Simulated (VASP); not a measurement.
# Ir (P6_3/mmc) in VASP: a series of runs

The runs below take Ir through single point, with PBEsol.

All numbers are computed with VASP 6.6.1; they aren't measurements. Logs are shortened: lines on timing, memory, paths and dates and some standing lists are left out, and cuts for length are marked.

**1. The cell of the first run**

It takes space group P6_3/mmc (No. 194, hexagonal). The conventional cell has a = 2.873 Å, b = 2.873 Å, c = 4.658 Å, α = 90.00°, β = 90.00°, γ = 120.00°. Within 3.8 Å of Ir (site symmetry -6m2) lie 12 Ir at 2.86 to 2.87 Å.

**2. Single point, PBEsol**

The input, INCAR:

```
SYSTEM = Ir
  ALGO = Fast
  EDIFF = 1E-7
  ENCUT = 520
  GGA = PS
  ISIF = 2
  ISMEAR = 0
  LASPH = .TRUE.
  LCHARG = .FALSE.
  LREAL = .FALSE.
  LWAVE = .FALSE.
  NBANDS = 16
  NELM = 60
  PREC = Accurate
  SIGMA = 0.15
```

The input, KPOINTS:

```
k-points
0
G
  21 21 12
  0 0 0
```

The input, POSCAR:

```
Ir
1.0
    2.8730332727      0.0000000000      0.0000000000
   -1.4365166364      2.4881198000      0.0000000000
    0.0000000000      0.0000000000      4.6580720957
Ir
2
Direct
    0.6666666667      0.3333333333      0.7500000000
    0.3333333333      0.6666666667      0.2500000000
```

Potentials or basis: VASP PAW PBE potentials, release 64 (Ir).

Started as:

```console
$ cat potpaw_PBE.64/Ir/POTCAR > POTCAR
$ mpirun -np 1 vasp_std > vasp.out
```

OUTCAR:

```text
SYSTEM = Ir
   EDIFF = 1E-7
   ENCUT = 520
   GGA = PS
   ISIF = 2
   ISMEAR = 0
   LASPH = .TRUE.
   LREAL = .FALSE.
   NELM = 60
   PREC = Accurate

 ion  position               nearest neighbor table
   1  0.667  0.333  0.750-   2 2.86   2 2.86   2 2.86   2 2.86   2 2.86   2 2.86
   2  0.333  0.667  0.250-   1 2.86   1 2.86   1 2.86   1 2.86   1 2.86   1 2.86

  LATTYP: Found a hexagonal cell.
 ALAT       =     2.8730332727
 C/A-ratio  =     1.6213080927

  Lattice vectors:

 A1 = (   2.8730332727,   0.0000000000,   0.0000000000)
 A2 = (  -1.4365166364,   2.4881198000,   0.0000000000)
 A3 = (   0.0000000000,   0.0000000000,   4.6580720957)

Analysis of symmetry for initial positions (statically):
=====================================================================
 Subroutine PRICEL returns:
 Original cell was already a primitive cell.

 Routine SETGRP: Setting up the symmetry group for a
 hexagonal supercell.

 Subroutine GETGRP returns: Found 24 space group operations
 (whereof 12 operations were pure point group operations)
 out of a pool of 24 trial point group operations.

The static configuration has the point symmetry D_3d.
 The point group associated with its full space group is D_6h.

Analysis of symmetry for dynamics (positions and initial velocities):
=====================================================================
 Subroutine PRICEL returns:
 Original cell was already a primitive cell.

 Routine SETGRP: Setting up the symmetry group for a
 hexagonal supercell.

 Subroutine GETGRP returns: Found 24 space group operations
 (whereof 12 operations were pure point group operations)
 out of a pool of 24 trial point group operations.

The dynamic configuration has the point symmetry D_3d.
 The point group associated with its full space group is D_6h.

 Subroutine INISYM returns: Found 24 space group operations
 (whereof 12 operations are pure point group operations),
 and found     1 'primitive' translations

----------------------------------------------------------------------------------------

                                     Primitive cell

  volume of cell :      33.2980

  direct lattice vectors                    reciprocal lattice vectors
     2.873033273  0.000000000  0.000000000     0.348064190  0.200954954  0.000000000
    -1.436516636  2.488119800  0.000000000     0.000000000  0.401909908  0.000000000
     0.000000000  0.000000000  4.658072096     0.000000000  0.000000000  0.214681091

  length of vectors
     2.873033273  2.873033273  4.658072096     0.401909908  0.401909908  0.214681091

  position of ions in fractional coordinates (direct lattice)
     0.666666667  0.333333333  0.750000000
     0.333333333  0.666666667  0.250000000

  ion indices of the primitive-cell ions
   primitive index   ion index
                 1           1
                 2           2

----------------------------------------------------------------------------------------

 KPOINTS: k-points

Automatic generation of k-mesh.
 Grid dimensions read from file:
 generate k-points for:   21   21   12

 Generating k-lattice:

  Cartesian coordinates                     Fractional coordinates (reciprocal lattice)
     0.016574485  0.009569284  0.000000000     0.047619048  0.000000000  0.000000000
     0.000000000  0.019138567  0.000000000     0.000000000  0.047619048  0.000000000
     0.000000000  0.000000000  0.017890091     0.000000000  0.000000000  0.083333333

  Length of vectors
     0.019138567  0.019138567  0.017890091

  Shift w.r.t. Gamma in fractional coordinates (k-lattice)
     0.000000000  0.000000000  0.000000000

 Subroutine IBZKPT returns following result:
 ===========================================

 Found    336 irreducible k-points:

 Following reciprocal coordinates:
            Coordinates               Weight
  0.000000  0.000000  0.000000      1.000000
  0.047619  0.000000  0.000000      6.000000
  0.095238  0.000000  0.000000      6.000000
  0.142857  0.000000  0.000000      6.000000
  0.190476  0.000000  0.000000      6.000000
  0.238095  0.000000  0.000000      6.000000
[... 16 lines left out ...]
  0.142857  0.095238  0.000000     12.000000
  0.190476  0.095238  0.000000     12.000000
 [... further k-points ...]
   k-points           NKPTS =    336   k-points in BZ     NKDIM =    336   number of bands    NBANDS=     16
   number of dos      NEDOS =    301   number of ions     NIONS =      2
   total plane-waves  NPLWV =  20736
   dimension x,y,z NGX =    24 NGY =   24 NGZ =   36
   dimension x,y,z NGXF=    48 NGYF=   48 NGZF=   72
   ions per type =               2
   NGX,Y,Z   is equivalent  to a cutoff of  13.89, 13.89, 12.85 a.u.
   NGXF,Y,Z  is equivalent  to a cutoff of  27.77, 27.77, 25.70 a.u.
 SYSTEM =  Ir
   PREC   = accura    normal or accurate (medium, high low for compatibility)
   ISTART =      0    job   : 0-new  1-cont  2-samecut
   ICHARG =      2    charge: 1-file 2-atom 10-const
[... 112 lines left out ...]
  band No.  band energies     occupation
      1      -0.7499      2.00000
      2       1.9713      2.00000
      3       3.8924      2.00000
      4       4.3475      2.00000
      5       4.7380      2.00000
      6       5.3365      2.00000
[... 8 lines left out ...]
     15      23.6646      0.00000
     16      24.4764      0.00000

 k-point     6 :       0.2381    0.0000    0.0000
  band No.  band energies     occupation
      1      -0.1957      2.00000
      2       2.1951      2.00000
      3       3.7932      2.00000
      4       3.8445      2.00000
      5       4.6220      2.00000
      6       5.1358      2.00000
[... 8 lines left out ...]
     15      22.5215      0.00000
     16      23.6579      0.00000

 k-point     7 :       0.2857    0.0000    0.0000
  band No.  band energies     occupation
      1       0.3822      2.00000
      2       2.2248      2.00000
      3       3.3151      2.00000
      4       3.9598      2.00000
      5       4.6481      2.00000
      6       4.9473      2.00000
[... 8 lines left out ...]
     15      21.4196      0.00000
     16      22.8930      0.00000

 k-point     8 :       0.3333    0.0000    0.0000
  band No.  band energies     occupation
      1       0.9052      2.00000
      2       2.1172      2.00000
      3       2.9240      2.00000
      4       4.1408      2.00000
      5       4.7834      2.00000
      6       4.8610      2.00000
[... 8 lines left out ...]
     15      20.4018      0.00000
     16      22.2418      0.00000

 k-point     9 :       0.3810    0.0000    0.0000
  band No.  band energies     occupation
      1       1.2955      2.00000
      2       1.9747      2.00000
      3       2.6263      2.00000
      4       4.3868      2.00000
      5       4.6532      2.00000
      6       5.0708      2.00000
[... 8 lines left out ...]
     15      19.5260      0.00000
     16      20.4336      0.00000
[... 172 lines left out ...]
 k-point    19 :       0.3810    0.0476    0.0000
  band No.  band energies     occupation
      1       1.4867      2.00000
      2       1.9605      2.00000
      3       2.5174      2.00000
      4       4.4812      2.00000
      5       4.5658      2.00000
      6       5.0301      2.00000
[... 8 lines left out ...]
     15      18.5631      0.00000
     16      19.9624      0.00000

 k-point    20 :       0.4286    0.0476    0.0000
  band No.  band energies     occupation
      1       1.6534      2.00000
      2       1.8569      2.00000
      3       2.3687      2.00000
      4       4.5112      2.00000
      5       4.7743      2.00000
      6       4.9515      2.00000
[... 8 lines left out ...]
     15      17.5841      0.00000
     16      18.8983      0.00000

 k-point    21 :       0.4762    0.0476    0.0000
  band No.  band energies     occupation
      1       1.7151      2.00000
      2       1.8077      2.00000
      3       2.3189      2.00000
      4       4.4931      2.00000
      5       4.9104      2.00000
      6       4.9245      2.00000
[... 8 lines left out ...]
     15      16.9470      0.00000
     16      18.5775      0.00000

 k-point    22 :       0.0952    0.0952    0.0000
  band No.  band energies     occupation
      1      -1.0136      2.00000
      2       1.8232      2.00000
      3       3.9314      2.00000
      4       4.7326      2.00000
      5       4.8732      2.00000
      6       5.2602      2.00000
[... 8 lines left out ...]
     15      22.9065      0.00000
     16      25.3457      0.00000

 k-point    23 :       0.1429    0.0952    0.0000
  band No.  band energies     occupation
      1      -0.5463      2.00000
      2       2.1438      2.00000
      3       3.7218      2.00000
      4       4.2076      2.00000
      5       4.7380      2.00000
      6       5.0398      2.00000
[... 8 lines left out ...]
     15      21.9224      0.00000
     16      24.4896      0.00000

 k-point    24 :       0.1905    0.0952    0.0000
  band No.  band energies     occupation
      1       0.0036      2.00000
      2       2.3947      2.00000
      3       3.6100      2.00000
      4       3.7099      2.00000
      5       4.6475      2.00000
      6       4.8495      2.00000
[... 8 lines left out ...]
     15      21.0393      0.00000
     16      23.6942      0.00000

 [... further k-points ...]
[... 5 lines left out ...]
  --------------------------------------------------------------------------------------
  -------------------------------------------------------------------------------------
  Total       -8.4810501     -8.4810501     -8.6433803      0.0000000     -0.0000000      0.0000000
  in kB     -408.0769463   -408.0769463   -415.8876812      0.0000000     -0.0000000      0.0000000
  external PRESSURE =    -410.6805246 kB  Pullay stress =       0.0000000 kB

 VOLUME and BASIS-vectors are now :
 -----------------------------------------------------------------------------
  energy-cutoff  :      520.00
  volume of cell :       33.30
      direct lattice vectors                 reciprocal lattice vectors
     2.873033273  0.000000000  0.000000000     0.348064190  0.200954954  0.000000000
    -1.436516636  2.488119800  0.000000000     0.000000000  0.401909908  0.000000000
     0.000000000  0.000000000  4.658072096     0.000000000  0.000000000  0.214681091

 POSITION                                       TOTAL-FORCE (eV/Angst)
 -----------------------------------------------------------------------------------
      1.43652      0.82937      3.49355        -0.000000      0.000000      0.000000
     -0.00000      1.65875      1.16452         0.000000     -0.000000      0.000000
 -----------------------------------------------------------------------------------
    total drift:                               -0.000000      0.000000     -0.000000

  FREE ENERGIE OF THE ION-ELECTRON SYSTEM (eV)
  ---------------------------------------------------
  free  energy   TOTEN  =       -18.7401197943 eV

  energy  without entropy=      -18.7061000047  energy(sigma->0) =      -18.72310990
```

Run time: 7.4 min. Hardware: 1 thread of AMD EPYC 7R13 (Zen 3), shared host; peak memory 0.25 GiB.

Results:

```yaml
Free_energy: -18.7401 eV
Pressure: -41.1 GPa
Band_gap_on_the_k_mesh: zero (band 9 reaches 8.43 eV, above the bottom of band 10 at 5.91 eV)
```

Caveat: the PAW data sets were made with another functional, which shifts forces and pressure a little; spin-orbit coupling is left out, which moves the levels of the heavy elements.

**3. Single point, PBEsol**

This run uses another cell than the first one, of 11.57 Å³/atom, 0.695 times its volume.

The input, INCAR:

```
SYSTEM = Ir
PREC     = Accurate       ! precision mode
ENCUT    = 520            ! plane-wave cutoff, eV
EDIFF    = 1E-6           ! SCF threshold, eV
ISMEAR   = 0              ! smearing method
SIGMA    = 0.15           ! smearing width, eV
LREAL    = .False.        ! projectors in reciprocal space
LASPH    = .True.         ! aspherical terms in the spheres
NELM     = 60             ! most SCF steps
ALGO     = Normal         ! electronic algorithm
ISIF     = 2              ! what is computed and relaxed
LWAVE    = .False.        ! write WAVECAR
LCHARG   = .False.        ! write CHGCAR
GGA      = PS             ! functional
NBANDS   = 16             ! bands
```

The input, KPOINTS:

```
regular mesh
0
Gamma
  21 21 12
  0 0 0
```

The input, POSCAR:

```
Ir
1.0
    2.5448121180      0.0000000000      0.0000000000
   -1.2724060590      2.2038719420      0.0000000000
    0.0000000000      0.0000000000      4.1259244814
Ir
2
Direct
    0.6666666667      0.3333333333      0.7500000000
    0.3333333333      0.6666666667      0.2500000000
```

Potentials or basis: VASP PAW PBE potentials, release 64 (Ir).

Started as:

```console
$ cat potpaw_PBE.64/Ir/POTCAR > POTCAR
$ mpirun -np 1 vasp_std > vasp.out
```

It used 130 s of CPU time on 1 thread of AMD EPYC 7R13 Processor (Zen 3) (shared host).

The run converged. Its results:

| Property | Result |
| --- | --- |
| Free energy | -17.8000 eV |
| Pressure | 128.5 GPa |
| Band gap on the k mesh | zero (band 9 reaches 15.75 eV, above the bottom of band 10 at 11.08 eV) |

Stress tensor (GPa, compression positive):
```
127.07   0.00   0.00
  0.00 127.07   0.00
  0.00   0.00 131.21
```

Levels at points of the mesh, in eV from the Fermi level:
| k point | band 5 | band 6 | band 7 | band 8 | band 9 | band 10 | band 11 | band 12 | band 13 | band 14 |
| --- | --- | --- | --- | --- | --- | --- | --- | --- | --- | --- |
| (0.00, 0.00, 0.00) | -5.33 | -4.40 | -4.40 | -3.29 | -3.29 | -1.37 | 0.34 | 0.34 | 9.13 | 13.65 |
| (0.00, 0.00, 0.50) | -5.48 | -5.48 | -5.48 | -5.48 | -0.62 | -0.62 | -0.62 | -0.62 | 13.33 | 13.33 |

Caveat: the PAW data sets were made with another functional, which shifts forces and pressure a little; spin-orbit coupling is left out, which moves the levels of the heavy elements.

**4. Single point, PBEsol**

This run uses another cell than the first one, of 12.42 Å³/atom, 0.746 times its volume.

The input, INCAR:

```
  PREC = Accurate
  ENCUT = 520
  EDIFF = 1E-7
  ISMEAR = 0
  SIGMA = 0.15
  LREAL = False
  LASPH = True
  NELM = 80
  ALGO = Fast
  ISIF = 2
  LWAVE = False
  LCHARG = False
  GGA = PS
  NBANDS = 16
```

The input, KPOINTS:

```
regular mesh
0
Gamma
  21 21 12
```

The input, POSCAR:

```
Ir
1.0
    2.6053845842      0.0000000000      0.0000000000
   -1.3026922921      2.2563292365      0.0000000000
    0.0000000000      0.0000000000      4.2241311110
Ir
2
Direct
    0.6666666667      0.3333333333      0.7500000000
    0.3333333333      0.6666666667      0.2500000000
```

Started as:

```console
$ cat potpaw_PBE.64/Ir/POTCAR > POTCAR
$ mpirun -np 1 vasp_std > vasp.out
```

It used 400 s of CPU time on 1 thread of AMD EPYC 7R13 Processor (Zen 3), with other jobs on the host.

Results (log left out):

```
Free energy            : -18.8305 eV
Pressure               : 70.1 GPa
Band gap on the k mesh : zero (band 9 reaches 14.10 eV, above the bottom of band 10 at 9.92 eV)
```

Stress tensor (GPa, compression positive):
```
69.26  0.00  0.00
 0.00 69.26  0.00
 0.00  0.00 71.71
```

Levels at points of the mesh, in eV from the Fermi level:
| k point | band 7 | band 8 | band 9 | band 10 | band 11 | band 12 |
| --- | --- | --- | --- | --- | --- | --- |
| (0.00, 0.00, 0.00) | -3.95 | -2.95 | -2.95 | -1.23 | 0.31 | 0.31 |
| (0.00, 0.00, 0.50) | -4.92 | -4.92 | -0.57 | -0.57 | -0.57 | -0.57 |

Caveat: the PAW data sets were made with another functional, which shifts forces and pressure a little; spin-orbit coupling is left out, which moves the levels of the heavy elements.

**5. Single point, PBEsol**

This run uses another cell than the first one, of 14.11 Å³/atom, 0.847 times its volume.

The input, INCAR:

```
SYSTEM = Ir
ALGO     = Normal         ! electronic algorithm
EDIFF    = 1E-6           ! SCF threshold, eV
ENCUT    = 520            ! plane-wave cutoff, eV
GGA      = PS             ! functional
ISIF     = 2              ! what is computed and relaxed
ISMEAR   = 0              ! smearing method
LASPH    = .True.         ! aspherical terms in the spheres
LCHARG   = .True.         ! write CHGCAR
LELF     = .True.         ! ELF
LREAL    = .False.        ! projectors in reciprocal space
LVHAR    = .True.       
LWAVE    = .False.        ! write WAVECAR
NBANDS   = 16             ! bands
NELM     = 100            ! most SCF steps
PREC     = Accurate       ! precision mode
SIGMA    = 0.15           ! smearing width, eV
```

The input, KPOINTS:

```
k-points
0
Gamma
  21 21 12
  0 0 0
```

The input, POSCAR:

```
Ir
1.0
    2.7188340441      0.0000000000      0.0000000000
   -1.3594170221      2.3545793509      0.0000000000
    0.0000000000      0.0000000000      4.4080676386
Ir
2
Direct
    0.6666666667      0.3333333333      0.7500000000
    0.3333333333      0.6666666667      0.2500000000
```

Started as:

```console
$ cat potpaw_PBE.64/Ir/POTCAR > POTCAR
$ mpirun -np 1 vasp_std > vasp.out
```

It used 160 s of CPU time on 1 thread of AMD EPYC 7R13 Processor (Zen 3), on a shared host.

The run converged. Its results:

* Free energy: -19.4972 eV
* Pressure: 1.1 GPa
* Band gap on the k mesh: zero (band 9 reaches 11.41 eV, above the bottom of band 10 at 8.02 eV)

Stress tensor (GPa, compression positive):
```
0.96 0.00 0.00
0.00 0.96 0.00
0.00 0.00 1.42
```

Levels at points of the mesh, in eV from the Fermi level:
```csv
k point,band 6,band 7,band 8,band 9,band 10,band 11,band 12,band 13
"(0.00, 0.00, 0.00)",-3.23,-3.23,-2.42,-2.42,-0.90,0.27,0.27,7.07
"(0.00, 0.00, 0.50)",-4.02,-4.02,-4.02,-0.48,-0.48,-0.48,-0.48,13.59
```

Caveat: the PAW data sets were made with another functional, which shifts forces and pressure a little; spin-orbit coupling is left out, which moves the levels of the heavy elements.

**6. Overview**

| cell | gap on the mesh (eV) | pressure (GPa) |
| --- | --- | --- |
| a = 2.873, b = 2.873, c = 4.658 Å, angles 90.0, 90.0, 120.0°, 2 atoms | none | -41.1 |
| a = 2.545, b = 2.545, c = 4.126 Å, angles 90.0, 90.0, 120.0°, 2 atoms | none | 128.5 |
| a = 2.605, b = 2.605, c = 4.224 Å, angles 90.0, 90.0, 120.0°, 2 atoms | none | 70.1 |
| a = 2.719, b = 2.719, c = 4.408 Å, angles 90.0, 90.0, 120.0°, 2 atoms | none | 1.1 |

Alike in all rows: task single point; level PBEsol; potentials or basis VASP PAW PBE potentials, release 64 (Ir); no spin polarisation; k mesh 21 × 21 × 12; cutoff (eV) 520; smearing gaussian 0.15 eV.

Caveats: the PAW data sets were made with another functional, which shifts forces and pressure a little; spin-orbit coupling is left out, which moves the levels of the heavy elements.

Total energies depend on the potentials used, so only differences within one code and one set of settings carry meaning.
